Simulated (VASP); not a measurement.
# ZnS (F-43m) in VASP: further runs, part 2 of 2

VASP 6.6.1. Earlier steps stand in the parts before.

## Step 3: Vibrations by perturbation theory, PBEsol

This run uses another cell than the first one, of 19.20 Å³/atom.

INCAR

```
ALGO = Normal
EDIFF = 1E-8
ENCUT = 520
GGA = PS
IBRION = 8
ISIF = 2
ISMEAR = 0
LASPH = True
LCHARG = False
LREAL = False
LWAVE = False
NBANDS = 16
NELM = 80
NSW = 1
PREC = Accurate
SIGMA = 0.01
```

KPOINTS

```
k-points
0
Gamma
  8 8 8
```

POSCAR

```
ZnS
1.0
    0.0000000000      2.6777696458      2.6777696458
    2.6777696458      0.0000000000      2.6777696458
    2.6777696458      2.6777696458      0.0000000000
Zn S
1 1
Direct
    0.7500000000      0.7500000000      0.7500000000
    0.0000000000      0.0000000000      0.0000000000
```

Potentials or basis: VASP PAW PBE potentials, release 64 (Zn, S).

Run with:

```console
> cat potpaw_PBE.64/Zn/POTCAR potpaw_PBE.64/S/POTCAR > POTCAR
> mpirun -np 1 vasp_std > vasp.out
```

OUTCAR:

```text
EDIFF = 1E-8
   ENCUT = 520
   GGA = PS
   IBRION = 8
   ISIF = 2
   ISMEAR = 0
   LASPH = True
   LREAL = False
   NELM = 80
   NSW = 1
   PREC = Accurate

 ion  position               nearest neighbor table
   1  0.750  0.750  0.750-   2 2.32   2 2.32   2 2.32   2 2.32
   2  0.000  0.000  0.000-   1 2.32   1 2.32   1 2.32   1 2.32

  LATTYP: Found a face centered cubic cell.
 ALAT       =     5.3555392916

  Lattice vectors:

 A1 = (   0.0000000000,   2.6777696458,   2.6777696458)
 A2 = (   2.6777696458,   0.0000000000,   2.6777696458)
 A3 = (   2.6777696458,   2.6777696458,   0.0000000000)

Analysis of symmetry for initial positions (statically):
=====================================================================
 Subroutine PRICEL returns:
 Original cell was already a primitive cell.

 Routine SETGRP: Setting up the symmetry group for a
 face centered cubic supercell.

 Subroutine GETGRP returns: Found 24 space group operations
 (whereof 24 operations were pure point group operations)
 out of a pool of 48 trial point group operations.

The static configuration has the point symmetry T_d .

Analysis of symmetry for dynamics (positions and initial velocities):
=====================================================================
 Subroutine PRICEL returns:
 Original cell was already a primitive cell.

 Routine SETGRP: Setting up the symmetry group for a
 face centered cubic supercell.

 Subroutine GETGRP returns: Found 24 space group operations
 (whereof 24 operations were pure point group operations)
 out of a pool of 48 trial point group operations.

The dynamic configuration has the point symmetry T_d .

 Subroutine INISYM returns: Found 24 space group operations
 (whereof 24 operations are pure point group operations),
 and found     1 'primitive' translations

----------------------------------------------------------------------------------------

                                     Primitive cell

  volume of cell :      38.4016

  direct lattice vectors                    reciprocal lattice vectors
     0.000000000  2.677769646  2.677769646    -0.186722559  0.186722559  0.186722559
     2.677769646  0.000000000  2.677769646     0.186722559 -0.186722559  0.186722559
     2.677769646  2.677769646  0.000000000     0.186722559  0.186722559 -0.186722559

  length of vectors
     3.786938150  3.786938150  3.786938150     0.323412959  0.323412959  0.323412959

  position of ions in fractional coordinates (direct lattice)
     0.750000000  0.750000000  0.750000000
     0.000000000  0.000000000  0.000000000

  ion indices of the primitive-cell ions
   primitive index   ion index
                 1           1
                 2           2
[... 125 lines left out ...]
 cond. band min:       4.3648462511   @ k =   0.0000   0.0000   0.0000
 fundamental gap:      2.0951932512
 Fermi energy:         2.3213144044

 k-point     1 :       0.0000    0.0000    0.0000
  band No.  band energies     occupation
      1     -11.0789      2.00000
      2      -4.2153      2.00000
      3      -4.2153      2.00000
      4      -4.2153      2.00000
      5      -3.6836      2.00000
      6      -3.6836      2.00000
[... 433 lines left out ...]
      3      -4.0217      2.00000
      4      -3.7509      2.00000
      5      -3.6714      2.00000
      6      -3.3989      2.00000
[... 8 lines left out ...]
     15      15.7231      0.00000
     16      16.6080      0.00000

 [... further k-points ...]

------------------------ aborting loop because EDIFF is reached ----------------------------------------

  FORCE on cell =-STRESS in cart. coord.  units (eV):
  Direction    XX          YY          ZZ          XY          YZ          ZX
  --------------------------------------------------------------------------------------
  -------------------------------------------------------------------------------------
  Total        0.0584390      0.0584390      0.0584390      0.0000000      0.0000000     -0.0000000
  in kB        2.4381688      2.4381688      2.4381688      0.0000000      0.0000000     -0.0000000
  external PRESSURE =       2.4381688 kB  Pullay stress =       0.0000000 kB

 VOLUME and BASIS-vectors are now :
 -----------------------------------------------------------------------------
  energy-cutoff  :      520.00
  volume of cell :       38.40
      direct lattice vectors                 reciprocal lattice vectors
     0.000000000  2.677769646  2.677769646    -0.186722559  0.186722559  0.186722559
     2.677769646  0.000000000  2.677769646     0.186722559 -0.186722559  0.186722559
     2.677769646  2.677769646  0.000000000     0.186722559  0.186722559 -0.186722559

 POSITION                                       TOTAL-FORCE (eV/Angst)
 -----------------------------------------------------------------------------------
      4.01665      4.01665      4.01665        -0.000000     -0.000000     -0.000000
      0.00000      0.00000      0.00000         0.000000      0.000000      0.000000
 -----------------------------------------------------------------------------------
    total drift:                                0.000002      0.000002      0.000002

  FREE ENERGIE OF THE ION-ELECTRON SYSTEM (eV)
  ---------------------------------------------------
  free  energy   TOTEN  =        -7.5885741671 eV

  energy  without entropy=       -7.5885741671  energy(sigma->0) =       -7.58857417

[... ionic steps 2 to 3 ...]

--------------------------------------- Ionic step        4  -------------------------------------------

------------------------ aborting loop because EDIFF is reached ----------------------------------------

[... ionic steps 5 to 6 ...]

--------------------------------------- Ionic step        7  -------------------------------------------

 Free energy of the ion-electron system (eV)
  ---------------------------------------------------
  ---------------------------------------------------
  free energy    TOTEN  =        -0.10482608 eV

  energy without entropy =       -0.10482608

------------------------ aborting loop because EDIFF is reached ----------------------------------------

 INTERNAL STRAIN TENSOR  FOR ION    2  DIRECTION 1   (eV/Angst):
 -----------------------------------------------------------------------------
     0.00888  0.00000  0.00000
     0.00000  0.00333 -5.98990
     0.00000 -5.98990  0.00333

 INTERNAL STRAIN TENSOR FOR ION    2 for displacements in x,y,z  (eV/Angst):
          X           Y           Z          XY          YZ          ZX
  --------------------------------------------------------------------------------
  x     0.00000     0.00000     0.00000     0.00000    -5.98990     0.00000
  y     0.00000     0.00000     0.00000     0.00000     0.00000    -5.98990
  z     0.00000     0.00000     0.00000    -5.98990     0.00000     0.00000

 SECOND DERIVATIVES (NOT SYMMETRIZED)
 ------------------------------------
               1X          1Y          1Z          2X          2Y          2Z
  1X    -6.224713    0.000000    0.000000    6.224713    0.000000    0.000000
  1Y     0.000000   -6.224713    0.000000    0.000000    6.224713    0.000000
  1Z     0.000000    0.000000   -6.224713    0.000000    0.000000    6.224713
  2X     6.190547    0.000000    0.000000   -6.190547    0.000000    0.000000
  2Y     0.000000    6.190547    0.000000    0.000000   -6.190547    0.000000
  2Z     0.000000    0.000000    6.190547    0.000000    0.000000   -6.190547

 Eigenvectors and eigenvalues of the dynamical matrix
 ----------------------------------------------------

   1 f  =    8.393359 THz    52.737031 2PiTHz  279.972328 cm-1    34.712129 meV
             X         Y         Z           dx          dy          dz
      4.016654  4.016654  4.016654     0.569602   -0.076167    0.000000
      0.000000  0.000000  0.000000    -0.811164    0.108468    0.000000
[... 21 lines left out ...]
   6 f/i=    0.010863 THz     0.068254 2PiTHz    0.362349 cm-1     0.044926 meV
             X         Y         Z           dx          dy          dz
      4.016654  4.016654  4.016654    -0.195866    0.794600    0.000000
      0.000000  0.000000  0.000000    -0.137538    0.557970    0.000000

--------------------------------------------------------------------------------------------------------

 ELASTIC MODULI CONTR FROM IONIC RELAXATION (kBar)
 Direction    XX          YY          ZZ          XY          YZ          ZX
 --------------------------------------------------------------------------------
 XX          -0.0000     -0.0000     -0.0000      0.0000      0.0000      0.0000
 YY          -0.0000     -0.0000     -0.0000      0.0000      0.0000     -0.0000
 ZZ          -0.0000     -0.0000     -0.0000      0.0000      0.0000      0.0000
 XY           0.0000      0.0000      0.0000   -240.8241      0.0000      0.0000
 YZ           0.0000      0.0000      0.0000      0.0000   -240.8241      0.0000
 ZX           0.0000     -0.0000      0.0000      0.0000      0.0000   -240.8241
 --------------------------------------------------------------------------------
```

OSZICAR:

```text
N       E                     dE             d eps       ncg     rms          rms(c)
DAV:   1     0.812336660913E+02    0.81234E+02   -0.84224E+03   928   0.133E+03
DAV:   2    -0.267351172929E+01   -0.83907E+02   -0.77201E+02  1032   0.258E+02
DAV:   3    -0.794712011711E+01   -0.52736E+01   -0.52461E+01  1184   0.608E+01
DAV:   4    -0.799638827750E+01   -0.49268E-01   -0.49252E-01  1128   0.607E+00
[... 38 lines left out ...]
RMM:   8    -0.104826311970E+00   -0.46453E-06    0.84454E-08  5702   0.256E-04    0.813E-05
RMM:   9    -0.104825898934E+00    0.41304E-06   -0.11252E-08  5537   0.917E-05    0.212E-05
RMM:  10    -0.104826061525E+00   -0.16259E-06    0.19444E-08  5769   0.291E-05    0.838E-06
RMM:  11    -0.104826082268E+00   -0.20742E-07    0.31536E-09  5674   0.142E-05    0.475E-06
RMM:  12    -0.104826076371E+00    0.58969E-08    0.11827E-08  4745   0.622E-06    0.321E-07
 Linear response finished
```

It took 3.8 min on 1 thread of Intel Xeon 8259CL, shared host; peak memory 0.28 GiB.

Results:

- Highest phonon frequency at Γ, LO-TO splitting left out: 280 cm⁻¹

Phonon frequencies in cm⁻¹ (negative: imaginary):
```
              q point        frequencies
(0.000, 0.000, 0.000)  0 0 0 280 280 280
```

Caveat: the PAW data sets were made with another functional, which shifts forces and pressure a little.

## Step 4: Vibrations by perturbation theory, PBEsol

This run uses another cell than the first one, of 19.20 Å³/atom.

INCAR

```
SYSTEM = ZnS
PREC = Accurate
ENCUT = 520
EDIFF = 1E-8
ISMEAR = 0
SIGMA = 0.01
LREAL = .False.
LASPH = .True.
NELM = 100
ALGO = Normal
ISIF = 2
LWAVE = .False.
LCHARG = .False.
GGA = PS
NBANDS = 16
IBRION = 8
NSW = 1
LEPSILON = .True.
```

KPOINTS

```
Automatic mesh
0
Gamma
  8 8 8
  0 0 0
```

POSCAR is that of step 3.

Potentials or basis: VASP PAW PBE potentials, release 64 (Zn, S).

Run with:

```console
> cat potpaw_PBE.64/Zn/POTCAR potpaw_PBE.64/S/POTCAR > POTCAR
> mpirun -np 1 vasp_std > vasp.out
```

OUTCAR:

```text
SYSTEM = ZnS
   PREC = Accurate
   ENCUT = 520
   EDIFF = 1E-8
   ISMEAR = 0
   LREAL = .False.
   LASPH = .True.
   NELM = 100
   ISIF = 2
   GGA = PS
   IBRION = 8
   NSW = 1
   LEPSILON = .True.

 ion  position               nearest neighbor table
   1  0.750  0.750  0.750-   2 2.32   2 2.32   2 2.32   2 2.32
   2  0.000  0.000  0.000-   1 2.32   1 2.32   1 2.32   1 2.32

  LATTYP: Found a face centered cubic cell.
 ALAT       =     5.3555392916

  Lattice vectors:

 A1 = (   0.0000000000,   2.6777696458,   2.6777696458)
 A2 = (   2.6777696458,   0.0000000000,   2.6777696458)
 A3 = (   2.6777696458,   2.6777696458,   0.0000000000)

Analysis of symmetry for initial positions (statically):
=====================================================================
 Subroutine PRICEL returns:
 Original cell was already a primitive cell.

 Routine SETGRP: Setting up the symmetry group for a
 face centered cubic supercell.

 Subroutine GETGRP returns: Found 24 space group operations
 (whereof 24 operations were pure point group operations)
 out of a pool of 48 trial point group operations.

The static configuration has the point symmetry T_d .

Analysis of symmetry for dynamics (positions and initial velocities):
=====================================================================
 Subroutine PRICEL returns:
 Original cell was already a primitive cell.

 Routine SETGRP: Setting up the symmetry group for a
 face centered cubic supercell.

 Subroutine GETGRP returns: Found 24 space group operations
 (whereof 24 operations were pure point group operations)
 out of a pool of 48 trial point group operations.

The dynamic configuration has the point symmetry T_d .

 Subroutine INISYM returns: Found 24 space group operations
 (whereof 24 operations are pure point group operations),
 and found     1 'primitive' translations

----------------------------------------------------------------------------------------

                                     Primitive cell

  volume of cell :      38.4016

  direct lattice vectors                    reciprocal lattice vectors
     0.000000000  2.677769646  2.677769646    -0.186722559  0.186722559  0.186722559
     2.677769646  0.000000000  2.677769646     0.186722559 -0.186722559  0.186722559
     2.677769646  2.677769646  0.000000000     0.186722559  0.186722559 -0.186722559

  length of vectors
     3.786938150  3.786938150  3.786938150     0.323412959  0.323412959  0.323412959

  position of ions in fractional coordinates (direct lattice)
     0.750000000  0.750000000  0.750000000
     0.000000000  0.000000000  0.000000000
[... 645 lines left out ...]
 -----------------------------------------------------------------------------
    -0.00008 -0.66844  0.00000
    -0.66844 -0.00008  0.00000
     0.00000  0.00000 -0.00040

--------------------------------------- Ionic step        4  -------------------------------------------

------------------------ aborting loop because EDIFF is reached ----------------------------------------

[... ionic steps 5 to 6 ...]

--------------------------------------- Ionic step        7  -------------------------------------------

 Free energy of the ion-electron system (eV)
  ---------------------------------------------------
  ---------------------------------------------------
  free energy    TOTEN  =        -0.10482608 eV

  energy without entropy =       -0.10482608

------------------------ aborting loop because EDIFF is reached ----------------------------------------

 INTERNAL STRAIN TENSOR  FOR ION    2  DIRECTION 1   (eV/Angst):
 -----------------------------------------------------------------------------
     0.00889  0.00000  0.00000
     0.00000  0.00334 -5.98990
     0.00000 -5.98990  0.00334

 MACROSCOPIC STATIC DIELECTRIC TENSOR (including local field effects in DFT)
 ------------------------------------------------------
           6.171995     0.000000    -0.000000
           0.000000     6.171995     0.000000
          -0.000000     0.000000     6.171995
 ------------------------------------------------------

 PIEZOELECTRIC TENSOR (including local field effects)  for field in x, y, z        (e  Angst)
          XX          YY          ZZ          XY          YZ          ZX
  --------------------------------------------------------------------------------
  x     0.00000     0.00000     0.00000     0.00000    -1.61787    -0.00000
  y     0.00000     0.00000     0.00000     0.00000     0.00000    -1.61787
  z    -0.00000    -0.00000     0.00000    -1.61787     0.00000     0.00000

 PIEZOELECTRIC TENSOR (including local field effects)  for field in x, y, z        (C/m^2)
          XX          YY          ZZ          XY          YZ          ZX
  --------------------------------------------------------------------------------
  x     0.00000     0.00000     0.00000     0.00000    -0.67500    -0.00000
  y     0.00000     0.00000     0.00000     0.00000     0.00000    -0.67500
  z    -0.00000    -0.00000     0.00000    -0.67500     0.00000     0.00000

 BORN EFFECTIVE CHARGES (including local field effects) (in |e|, cummulative output)
 ---------------------------------------------------------------------------------
 ion    1
    1     1.97113    -0.00000    -0.00000
    2    -0.00000     1.97113    -0.00000
    3    -0.00000     0.00000     1.97113
 ion    2
    1    -1.97113     0.00000     0.00000
    2     0.00000    -1.97113     0.00000
    3     0.00000    -0.00000    -1.97113

 INTERNAL STRAIN TENSOR FOR ION    2 for displacements in x,y,z  (eV/Angst):
          X           Y           Z          XY          YZ          ZX
  --------------------------------------------------------------------------------
  x     0.00000     0.00000     0.00000     0.00000    -5.98990     0.00000
  y     0.00000    -0.00000     0.00000     0.00000     0.00000    -5.98990
  z     0.00000     0.00000     0.00000    -5.98990     0.00000     0.00000

 SECOND DERIVATIVES (NOT SYMMETRIZED)
 ------------------------------------
               1X          1Y          1Z          2X          2Y          2Z
  1X    -6.224711    0.000000    0.000000    6.224711    0.000000    0.000000
  1Y     0.000000   -6.224711    0.000000    0.000000    6.224711    0.000000
  1Z     0.000000    0.000000   -6.224711    0.000000    0.000000    6.224711
  2X     6.190550    0.000000    0.000000   -6.190550    0.000000    0.000000
  2Y     0.000000    6.190550    0.000000    0.000000   -6.190550    0.000000
  2Z     0.000000    0.000000    6.190550    0.000000    0.000000   -6.190550

 Eigenvectors and eigenvalues of the dynamical matrix
 ----------------------------------------------------

   1 f  =    8.393360 THz    52.737036 2PiTHz  279.972354 cm-1    34.712132 meV
             X         Y         Z           dx          dy          dz
      4.016654  4.016654  4.016654    -0.574671    0.000000    0.000000
      0.000000  0.000000  0.000000     0.818384    0.000000    0.000000
[... 21 lines left out ...]
   6 f/i=    0.010861 THz     0.068244 2PiTHz    0.362298 cm-1     0.044919 meV
             X         Y         Z           dx          dy          dz
      4.016654  4.016654  4.016654    -0.818384    0.000000    0.000000
      0.000000  0.000000  0.000000    -0.574671    0.000000    0.000000

--------------------------------------------------------------------------------------------------------

 MACROSCOPIC STATIC DIELECTRIC TENSOR IONIC CONTRIBUTION
 ------------------------------------------------------
           2.949293    -0.000000    -0.000000
          -0.000000     2.949293    -0.000000
          -0.000000    -0.000000     2.949293
 ------------------------------------------------------

 ELASTIC MODULI CONTR FROM IONIC RELAXATION (kBar)
 Direction    XX          YY          ZZ          XY          YZ          ZX
 --------------------------------------------------------------------------------
 XX          -0.0000     -0.0000      0.0000     -0.0000      0.0000     -0.0000
 YY          -0.0000     -0.0000     -0.0000     -0.0000     -0.0000     -0.0000
 ZZ           0.0000     -0.0000     -0.0000      0.0000     -0.0000     -0.0000
 XY          -0.0000     -0.0000      0.0000   -240.8246      0.0000      0.0000
 YZ           0.0000     -0.0000     -0.0000      0.0000   -240.8246      0.0000
 ZX          -0.0000     -0.0000     -0.0000      0.0000      0.0000   -240.8246
 --------------------------------------------------------------------------------

 PIEZOELECTRIC TENSOR IONIC CONTR  for field in x, y, z        (C/m^2)
          XX          YY          ZZ          XY          YZ          ZX
  --------------------------------------------------------------------------------
  x    -0.00000     0.00000     0.00000    -0.00000     0.79302    -0.00000
  y     0.00000     0.00000     0.00000    -0.00000    -0.00000     0.79302
  z     0.00000     0.00000    -0.00000     0.79302    -0.00000    -0.00000
```

Wall time 9.5 min (1 thread of Intel Xeon 8259CL, shared host); peak memory 0.28 GiB.

What came out:

- Electronic dielectric tensor (diagonal): 6.17
- Born charges (mean of the diagonal): Zn +1.97; S -1.97 e
- Highest phonon frequency at Γ, LO-TO splitting left out: 280 cm⁻¹

Phonon frequencies in cm⁻¹ (negative: imaginary):
| q point | frequencies |
| --- | --- |
| (0.000, 0.000, 0.000) | 0 0 0 280 280 280 |

Electronic dielectric tensor:
```
6.17 0.00 0.00
0.00 6.17 0.00
0.00 0.00 6.17
```

Born effective charge tensors (e):
atom 1, Zn
```
1.97 0.00 0.00
0.00 1.97 0.00
0.00 0.00 1.97
```
atom 2, S
```
-1.97  0.00  0.00
 0.00 -1.97  0.00
 0.00  0.00 -1.97
```

Caveat: the PAW data sets were made with another functional, which shifts forces and pressure a little.
